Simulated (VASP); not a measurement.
# MgScF3 (Pm-3m) in VASP: notebook, part 2 of 3

VASP 6.6.1.

## (3) Single point, r2SCAN

File POSCAR:

```
MgScF3
1.0
    3.9787163481      0.0000000000      0.0000000000
    0.0000000000      3.9787163481      0.0000000000
    0.0000000000      0.0000000000      3.9787163481
Sc Mg F
1 1 3
Direct
    0.5000000000      0.5000000000      0.5000000000
    0.0000000000      0.0000000000      0.0000000000
    0.5000000000      0.0000000000      0.0000000000
    0.0000000000      0.5000000000      0.0000000000
    0.0000000000      0.0000000000      0.5000000000
```

File INCAR.step1:

```
SYSTEM = MgScF3
PREC     = Accurate       ! precision mode
ENCUT    = 520            ! plane-wave cutoff, eV
ISMEAR   = -1             ! smearing method
SIGMA    = 0.1            ! smearing width, eV
LREAL    = .FALSE.        ! projectors in reciprocal space
LASPH    = .TRUE.         ! aspherical terms in the spheres
NELM     = 60             ! most SCF steps
NBANDS   = 25             ! bands
GGA      = PE             ! functional
ALGO     = Normal         ! electronic algorithm
EDIFF    = 1E-4           ! SCF threshold, eV
LWAVE    = .TRUE.         ! write WAVECAR
LCHARG   = .FALSE.        ! write CHGCAR
```

File INCAR.step2:

```
SYSTEM = MgScF3
PREC     = Accurate       ! precision mode
ENCUT    = 520            ! plane-wave cutoff, eV
EDIFF    = 1E-6           ! SCF threshold, eV
ISMEAR   = -1             ! smearing method
SIGMA    = 0.1            ! smearing width, eV
LREAL    = .FALSE.        ! projectors in reciprocal space
LASPH    = .TRUE.         ! aspherical terms in the spheres
NELM     = 60             ! most SCF steps
ALGO     = Normal         ! electronic algorithm
ISIF     = 2              ! what is computed and relaxed
LWAVE    = .FALSE.        ! write WAVECAR
LCHARG   = .TRUE.         ! write CHGCAR
METAGGA  = R2SCAN         ! meta-GGA
LMIXTAU  = .TRUE.       
LELF     = .TRUE.         ! ELF
LVHAR    = .TRUE.       
NBANDS   = 25             ! bands
ISTART   = 1
```

File KPOINTS:

```
regular mesh
0
G
  5 5 5
  0 0 0
```

Potentials or basis: VASP PAW PBE potentials, release 64 (Sc_sv, Mg, F).

On the command line:

```sh
$ cat potpaw_PBE.64/Sc_sv/POTCAR potpaw_PBE.64/Mg/POTCAR potpaw_PBE.64/F/POTCAR > POTCAR
$ cp INCAR.step1 INCAR
$ mpirun -np 1 vasp_std > vasp.out
$ cp INCAR.step2 INCAR
$ mpirun -np 1 vasp_std > vasp.out
```

OUTCAR:

```text
SYSTEM = MgScF3
   PREC = Accurate
   ENCUT = 520
   EDIFF = 1E-6
   ISMEAR = -1
   LREAL = .FALSE.
   LASPH = .TRUE.
   NELM = 60
   ISIF = 2
   METAGGA = R2SCAN
   ISTART = 1

 ion  position               nearest neighbor table
   1  0.500  0.500  0.500-   2 3.45   2 3.45   2 3.45   2 3.45   2 3.45   2 3.45   2 3.45   2 3.45

   2  0.000  0.000  0.000-   3 1.99   4 1.99   5 1.99   5 1.99   4 1.99   3 1.99   1 3.45   1 3.45
                             1 3.45   1 3.45   1 3.45   1 3.45   1 3.45   1 3.45
   3  0.500  0.000  0.000-   2 1.99   2 1.99
   4  0.000  0.500  0.000-   2 1.99   2 1.99
   5  0.000  0.000  0.500-   2 1.99   2 1.99

  LATTYP: Found a simple cubic cell.
 ALAT       =     3.9787163481

  Lattice vectors:

 A1 = (   3.9787163481,   0.0000000000,   0.0000000000)
 A2 = (   0.0000000000,   3.9787163481,   0.0000000000)
 A3 = (   0.0000000000,   0.0000000000,   3.9787163481)

Analysis of symmetry for initial positions (statically):
=====================================================================
 Subroutine PRICEL returns:
 Original cell was already a primitive cell.

 Routine SETGRP: Setting up the symmetry group for a
 simple cubic supercell.

 Subroutine GETGRP returns: Found 48 space group operations
 (whereof 48 operations were pure point group operations)
 out of a pool of 48 trial point group operations.

The static configuration has the point symmetry O_h .

Analysis of symmetry for dynamics (positions and initial velocities):
=====================================================================
 Subroutine PRICEL returns:
 Original cell was already a primitive cell.

 Routine SETGRP: Setting up the symmetry group for a
 simple cubic supercell.

[... 110 lines left out ...]
   ISMEAR =    -1;   SIGMA  =   0.10  broadening in eV -4-tet -1-fermi 0-gaus
   EFERMI_NEDOS =   21; number of points for ismear=-14 and -15
   IALGO  =     38    algorithm
   IMIX   =      4    mixing-type and parameters
     AMIX     =   0.40;   BMIX     =  1.00
     AMIX_MAG =   1.60;   BMIX_MAG =  1.00
  volume/ion in A,a.u.               =      12.60        85.01
  Fermi-wavevector in a.u.,A,eV,Ry     =   1.332984  2.518974 24.175450  1.776845
  Thomas-Fermi vector in A             =   2.461877
   LORBIT       =      0    0 simple, 1 ext, 2 COOP (PROOUT), +10 PAW based schemes
   METAGGA = R2SCAN    functional components
   LHFCALC =     F    Hartree Fock is set to
   AEXX    =    0.0000 exact exchange contribution
   IVDW    =     0    specifies the selected vdW correction
   LEPSILON=     F    determine dielectric tensor
   LRPA    =     F    only Hartree local field effects (RPA)
 non-spin polarized calculation
  energy-cutoff  :      520.00
  volume of cell :       62.98
 maximum number of plane-waves:      1743
 NGX is ok and might be reduce to    30
   NGX = 15   NGY = 15   NGZ = 15

 number of electron      33.9999971 magnetization

 Free energy of the ion-electron system (eV)
  ---------------------------------------------------
  ext. energy  EPLUGINS =         0.00000000
  ---------------------------------------------------
  free energy    TOTEN  =       -38.27495920 eV

  energy without entropy =      -38.13811585  energy(sigma->0) =      -38.20653753

 E-fermi :   6.4825     XC(G=0): -10.5587

 val. band max:        6.3919147861   @ k =   0.4000   0.2000   0.0000
 cond. band min:       6.5603846206   @ k =   0.4000   0.2000   0.0000
 fundamental gap:      0.1684698345
 Fermi energy:         6.4824905708

 k-point     1 :       0.0000    0.0000    0.0000
  band No.  band energies     occupation
      1     -46.7733      2.00000
      2     -24.5002      2.00000
      3     -24.5001      2.00000
      4     -24.5001      2.00000
      5     -22.9818      2.00000
      6     -22.2839      2.00000
[... 269 lines left out ...]
     24      11.9436      0.00000
     25      11.9436      0.00000

------------------------ aborting loop because EDIFF is reached ----------------------------------------

  FORCE on cell =-STRESS in cart. coord.  units (eV):
  Direction    XX          YY          ZZ          XY          YZ          ZX
  --------------------------------------------------------------------------------------
  -------------------------------------------------------------------------------------
  Total       -0.2517847     -0.2517847     -0.2517847      0.0000000     -0.0000000     -0.0000000
  in kB       -6.4048797     -6.4048797     -6.4048797      0.0000000     -0.0000000     -0.0000000
  external PRESSURE =      -6.4048797 kB  Pullay stress =       0.0000000 kB

 VOLUME and BASIS-vectors are now :
 -----------------------------------------------------------------------------
  energy-cutoff  :      520.00
  volume of cell :       62.98
      direct lattice vectors                 reciprocal lattice vectors
     3.978716348  0.000000000  0.000000000     0.251337344  0.000000000  0.000000000
     0.000000000  3.978716348  0.000000000     0.000000000  0.251337344  0.000000000
     0.000000000  0.000000000  3.978716348     0.000000000  0.000000000  0.251337344

 POSITION                                       TOTAL-FORCE (eV/Angst)
 -----------------------------------------------------------------------------------
      1.98936      1.98936      1.98936         0.000000      0.000000      0.000000
      0.00000      0.00000      0.00000         0.000000      0.000000      0.000000
      1.98936      0.00000      0.00000         0.000000      0.000000      0.000000
      0.00000      1.98936      0.00000         0.000000      0.000000      0.000000
      0.00000      0.00000      1.98936         0.000000      0.000000      0.000000
 -----------------------------------------------------------------------------------
    total drift:                                0.000000     -0.000000      0.000000

  FREE ENERGIE OF THE ION-ELECTRON SYSTEM (eV)
  ---------------------------------------------------
  free  energy   TOTEN  =       -38.2749591999 eV

  energy  without entropy=      -38.1381158514  energy(sigma->0) =      -38.20653753
```

Wall time 64 s (1 thread of Intel Xeon Platinum 8259CL at 2.50GHz (Skylake/Cascade Lake), shared host); peak memory 0.17 GiB.

What came out:

```
Free energy            : -38.2750 eV
Pressure               : -0.6 GPa
Band gap on the k mesh : zero (band 17 reaches 6.84 eV, above the bottom of band 18 at 5.65 eV)
```

Levels at points of the mesh, in eV from the Fermi level:
| k point | band 14 | band 15 | band 16 | band 17 | band 18 | band 19 | band 20 | band 21 |
| --- | --- | --- | --- | --- | --- | --- | --- | --- |
| (0.00, 0.00, 0.00) | -8.57 | -8.57 | -8.57 | -2.01 | -0.84 | -0.84 | 0.70 | 0.70 |

Caveat: the PAW data sets were made with another functional, which shifts forces and pressure a little.

## (4) Single point, r2SCAN+U

This run uses another cell than the first one, of 12.70 Å³/atom, 1.009 times its volume.

POSCAR: that of step 3 with these lines changed.

```diff
@@ -2,5 +2,5 @@
 1.0
-    3.9787163481      0.0000000000      0.0000000000
-    0.0000000000      3.9787163481      0.0000000000
-    0.0000000000      0.0000000000      3.9787163481
+    3.9900258637      0.0000000000      0.0000000000
+    0.0000000000      3.9900258637      0.0000000000
+    0.0000000000      0.0000000000      3.9900258637
 Sc Mg F
```

File INCAR.step1:

```
SYSTEM = MgScF3
  PREC = Accurate
  ENCUT = 520
  ISMEAR = -5
  SIGMA = 0.1
  LREAL = .False.
  LASPH = .True.
  NELM = 150
  LMAXMIX = 4
  LDAU = .True.
  LDAUTYPE = 2
  LDAUL = 2 -1 -1
  LDAUU = 1 0 0
  LDAUJ = 0 0 0
  NBANDS = 25
  GGA = PE
  ALGO = Normal
  EDIFF = 1E-4
  LWAVE = .True.
  LCHARG = .False.
```

File INCAR.step2:

```
SYSTEM = MgScF3
  PREC = Accurate
  ENCUT = 520
  EDIFF = 1E-6
  ISMEAR = -5
  SIGMA = 0.1
  LREAL = .False.
  LASPH = .True.
  NELM = 150
  ALGO = Normal
  ISIF = 2
  LWAVE = .False.
  LCHARG = .False.
  LMAXMIX = 4
  LDAU = .True.
  LDAUTYPE = 2
  LDAUL = 2 -1 -1
  LDAUU = 1 0 0
  LDAUJ = 0 0 0
  LDAUPRINT = 1
  METAGGA = R2SCAN
  LMIXTAU = .True.
  NBANDS = 25
  ISTART = 1
```

File KPOINTS:

```
regular mesh
0
Gamma
  5 5 5
  0 0 0
```

On the command line:

```sh
$ cat potpaw_PBE.64/Sc_sv/POTCAR potpaw_PBE.64/Mg/POTCAR potpaw_PBE.64/F/POTCAR > POTCAR
$ cp INCAR.step1 INCAR
$ mpirun -np 1 vasp_std > vasp.out
$ cp INCAR.step2 INCAR
$ mpirun -np 1 vasp_std > vasp.out
```

Run time: 64 s. Hardware: 1 thread of Intel Xeon Platinum 8259CL at 2.50GHz (Skylake/Cascade Lake), shared host; peak memory 0.18 GiB.

Results (log left out):

| Quantity | Value |
| --- | --- |
| Free energy | -37.7631 eV |
| Pressure | -0.8 GPa |
| Band gap on the k mesh | zero (band 17 reaches 6.86 eV, above the bottom of band 18 at 5.61 eV) |

Levels at points of the mesh, in eV from the Fermi level:
| k point | band 15 | band 16 | band 17 | band 18 | band 19 | band 20 |
| --- | --- | --- | --- | --- | --- | --- |
| (0.00, 0.00, 0.00) | -8.57 | -8.57 | -2.13 | -0.87 | -0.87 | 0.91 |

Eigenvalues of the final occupation matrices:
```
    site  spin  trace               eigenvalues
site 1 d     1   0.57  0.01 0.01 0.01 0.27 0.27
site 1 d     2   0.57  0.01 0.01 0.01 0.27 0.27
```

Caveat: the PAW data sets were made with another functional, which shifts forces and pressure a little; U without spin polarisation on a metal has little footing; tetrahedron occupations give inexact forces and stress in metals.

(Continued in part 3 of 3.)
